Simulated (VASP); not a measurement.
# ZnS (P1) in VASP: further runs, part 2 of 2

VASP 6.6.1. The steps go on from the part before.

## 4. Single point, r2SCAN

POSCAR

```
ZnS
1.0
   -2.6945131931     -2.6945131931      0.0000000000
    2.6945131931     -2.6945131931      0.0000000000
   -0.4489058980      0.0000000000     10.7780527726
Zn S
4 4
Direct
    0.4843812500      0.5156187500      0.1875000000
   -0.0364437500      0.0364437500      0.4375000000
    0.4427312500      0.5572687500      0.6875000000
   -0.0780937500      0.0780937500      0.9375000000
    0.4739687500      0.0260312500      0.3125000000
   -0.0468562500      0.5468562500      0.5625000000
    0.4323187500      0.0676812500      0.8125000000
   -0.0052062500      0.5052062500      0.0625000000
```

INCAR.step1

```
ALGO     = Normal         # electronic algorithm
EDIFF    = 1E-4           # SCF threshold, eV
ENCUT    = 520            # plane-wave cutoff, eV
GGA      = PE             # functional
ISMEAR   = 0              # smearing method
LASPH    = True           # aspherical terms in the spheres
LCHARG   = False          # write CHGCAR
LREAL    = False          # projectors in reciprocal space
LWAVE    = True           # write WAVECAR
NBANDS   = 46             # bands
NELM     = 100            # most SCF steps
PREC     = Accurate       # precision mode
SIGMA    = 0.05           # smearing width, eV
```

INCAR.step2

```
ALGO     = Normal         # electronic algorithm
EDIFF    = 1E-7           # SCF threshold, eV
ENCUT    = 520            # plane-wave cutoff, eV
ISIF     = 2              # what is computed and relaxed
ISMEAR   = 0              # smearing method
ISTART   = 1            
LASPH    = True           # aspherical terms in the spheres
LCHARG   = True           # write CHGCAR
LELF     = True           # ELF
LMIXTAU  = True         
LREAL    = False          # projectors in reciprocal space
LVHAR    = True         
LWAVE    = False          # write WAVECAR
METAGGA  = R2SCAN         # meta-GGA
NBANDS   = 46             # bands
NELM     = 100            # most SCF steps
PREC     = Accurate       # precision mode
SIGMA    = 0.05           # smearing width, eV
```

KPOINTS

```
k-points
0
Gamma
  6 6 2
```

Potentials or basis: VASP PAW PBE potentials, release 64 (Zn, S).

Run with:

```console
$ cat potpaw_PBE.64/Zn/POTCAR potpaw_PBE.64/S/POTCAR > POTCAR
$ cp INCAR.step1 INCAR
$ mpirun -np 1 vasp_std > vasp.out
$ cp INCAR.step2 INCAR
$ mpirun -np 1 vasp_std > vasp.out
```

OUTCAR:

```text
EDIFF = 1E-7
   ENCUT = 520
   ISIF = 2
   ISMEAR = 0
   ISTART = 1
   LASPH = True
   LREAL = False
   METAGGA = R2SCAN
   NELM = 100
   PREC = Accurate

 ion  position               nearest neighbor table
   1  0.484  0.516  0.188-   8 2.33   5 2.33   5 2.33   8 2.33
   2  0.964  0.036  0.438-   5 2.33   6 2.33   6 2.33   5 2.33
   3  0.443  0.557  0.688-   6 2.33   7 2.33   6 2.33   7 2.33
   4  0.922  0.078  0.938-   8 2.11   7 2.33   7 2.33   8 2.62
   5  0.474  0.026  0.312-   2 2.33   1 2.33   1 2.33   2 2.33
   6  0.953  0.547  0.562-   2 2.33   3 2.33   2 2.33   3 2.33
   7  0.432  0.068  0.812-   3 2.33   4 2.33   3 2.33   4 2.33
   8  0.995  0.505  0.062-   4 2.11   1 2.33   1 2.33   4 2.62

  LATTYP: Found a base centered monoclinic cell.
 ALAT       =     5.3890263862
 B/A-ratio  =     1.0000000000
 C/A-ratio  =     2.0017339709
 COS(beta)  =    -0.0416139213

  Lattice vectors:

 A1 = (   2.6945131931,  -2.6945131931,   0.0000000000)
 A2 = (   2.6945131931,   2.6945131931,   0.0000000000)
 A3 = (  -0.4489058980,   0.0000000000,  10.7780527726)
[... 184 lines left out ...]

  energy without entropy =      -75.08843877  energy(sigma->0) =      -75.08843877

 E-fermi :   2.2351     XC(G=0): -10.3223

 val. band max:        2.0221599497   @ k =   0.0000   0.0000   0.0000
 cond. band min:       4.5836619789   @ k =   0.0000   0.0000   0.0000
 fundamental gap:      2.5615020292
 Fermi energy:         2.2351268902

 k-point     1 :       0.0000    0.0000    0.0000
  band No.  band energies     occupation
      1     -11.8555      2.00000
      2     -11.2787      2.00000
      3     -11.2469      2.00000
      4     -10.5538      2.00000
      5      -4.8755      2.00000
      6      -4.7377      2.00000
[... 1165 lines left out ...]
     45       9.4692      0.00000
     46       9.7996      0.00000

 [... further k-points ...]
[... 5 lines left out ...]
  --------------------------------------------------------------------------------------
  -------------------------------------------------------------------------------------
  Total        0.3383001      1.1597729      1.7228311     -0.8112196     -1.5275035      2.8253425
  in kB        3.4632339     11.8727851     17.6369040     -8.3045883    -15.6373039     28.9234941
  external PRESSURE =      10.9909743 kB  Pullay stress =       0.0000000 kB

 VOLUME and BASIS-vectors are now :
 -----------------------------------------------------------------------------
  energy-cutoff  :      520.00
  volume of cell :      156.51
      direct lattice vectors                 reciprocal lattice vectors
    -2.694513193 -2.694513193  0.000000000    -0.185562276 -0.185562276 -0.007728669
     2.694513193 -2.694513193  0.000000000     0.185562276 -0.185562276  0.007728669
    -0.448905898  0.000000000 10.778052773     0.000000000  0.000000000  0.092781138

 POSITION                                       TOTAL-FORCE (eV/Angst)
 -----------------------------------------------------------------------------------
     -0.00000     -2.69451      2.02088        -0.054310     -0.066047      0.028396
     -2.69451     -2.69451      4.71540        -0.005376     -0.008963     -0.018473
     -0.00000     -2.69451      7.40991         0.002640     -0.064328     -0.043550
     -2.69451     -2.69451     10.10442        -1.156966      1.297531     -0.963206
     -1.34726     -1.34726      3.36814         0.029160      0.060530      0.024007
     -1.34726     -4.04177      6.06265        -0.026989      0.007502      0.018378
     -1.34726     -1.34726      8.75717        -0.442161      0.049458     -0.069181
     -1.34726     -4.04177      0.67363         1.654003     -1.275683      1.023628
 -----------------------------------------------------------------------------------
    total drift:                               -0.043804      0.015571     -0.012094

  FREE ENERGIE OF THE ION-ELECTRON SYSTEM (eV)
  ---------------------------------------------------
  free  energy   TOTEN  =       -75.0884387686 eV

  energy  without entropy=      -75.0884387686  energy(sigma->0) =      -75.08843877
```

OSZICAR.step1:

```text
N       E                     dE             d eps       ncg     rms          rms(c)
DAV:   1     0.590046090983E+03    0.59005E+03   -0.32679E+04  3680   0.191E+03
DAV:   2     0.515987755126E+02   -0.53845E+03   -0.51809E+03  3688   0.436E+02
DAV:   3    -0.250451527661E+02   -0.76644E+02   -0.75408E+02  4042   0.153E+02
DAV:   4    -0.287204453529E+02   -0.36753E+01   -0.36594E+01  4502   0.335E+01
DAV:   5    -0.287796786532E+02   -0.59233E-01   -0.59204E-01  4296   0.431E+00    0.145E+01
DAV:   6    -0.269635237186E+02    0.18162E+01   -0.37121E+00  5642   0.428E+01    0.111E+01
DAV:   7    -0.270727629875E+02   -0.10924E+00   -0.47204E+00  4120   0.862E+00    0.421E+00
DAV:   8    -0.269983330578E+02    0.74430E-01   -0.29106E-01  4662   0.487E+00    0.140E+00
DAV:   9    -0.269967884470E+02    0.15446E-02   -0.83745E-02  4758   0.274E+00    0.427E-01
DAV:  10    -0.269970285344E+02   -0.24009E-03   -0.40590E-03  4356   0.112E+00    0.215E-01
DAV:  11    -0.269973160644E+02   -0.28753E-03   -0.69020E-04  4154   0.434E-01    0.102E-01
DAV:  12    -0.269974994853E+02   -0.18342E-03   -0.34978E-04  3360   0.243E-01    0.385E-02
DAV:  13    -0.269975011415E+02   -0.16562E-05   -0.48657E-05  2416   0.978E-02
   1 F= -.26997501E+02 E0= -.26997501E+02  d E =-.296542E-13
```

Wall time 7 min (1 thread of Intel Xeon 6975P-C (Granite Rapids), shared host); peak memory 0.39 GiB.

What came out:

```yaml
Free_energy: -75.0884 eV
Pressure: 1.1 GPa
Largest_force: 2.326 eV/Å
Band_gap_on_the_k_mesh: 2.56 eV, direct
```

Forces in eV/Å, atoms in the order of the input:
```
Zn  -0.054 -0.066  0.028
Zn  -0.005 -0.009 -0.018
Zn   0.003 -0.064 -0.044
Zn  -1.157  1.298 -0.963
S    0.029  0.061  0.024
S   -0.027  0.008  0.018
S   -0.442  0.049 -0.069
S    1.654 -1.276  1.024
```

Caveat: the PAW data sets were made with another functional, which shifts forces and pressure a little.

## 5. Summary

| cell | gap on the mesh (eV) | pressure (GPa) | largest force (eV/Å) |
| --- | --- | --- | --- |
| a = 3.811, b = 3.811, c = 10.815 Å, angles 93.4, 86.6, 90.0°, 8 atoms | 2.30 | 3.4 | 5.14 |
| a = 3.811, b = 3.811, c = 10.927 Å, angles 96.7, 83.3, 90.0°, 8 atoms | 1.53 | 5.0 | 5.29 |
| a = 3.811, b = 3.811, c = 10.787 Å, angles 91.7, 88.3, 90.0°, 8 atoms | 2.56 | 1.1 | 2.33 |

Alike in all rows: task single point; level r2SCAN; potentials or basis VASP PAW PBE potentials, release 64 (Zn, S); no spin polarisation; k mesh 6 × 6 × 2; cutoff (eV) 520; smearing gaussian 0.05 eV.

Caveats: the PAW data sets were made with another functional, which shifts forces and pressure a little.

Absolute energies hang on the potentials; compare differences alone.
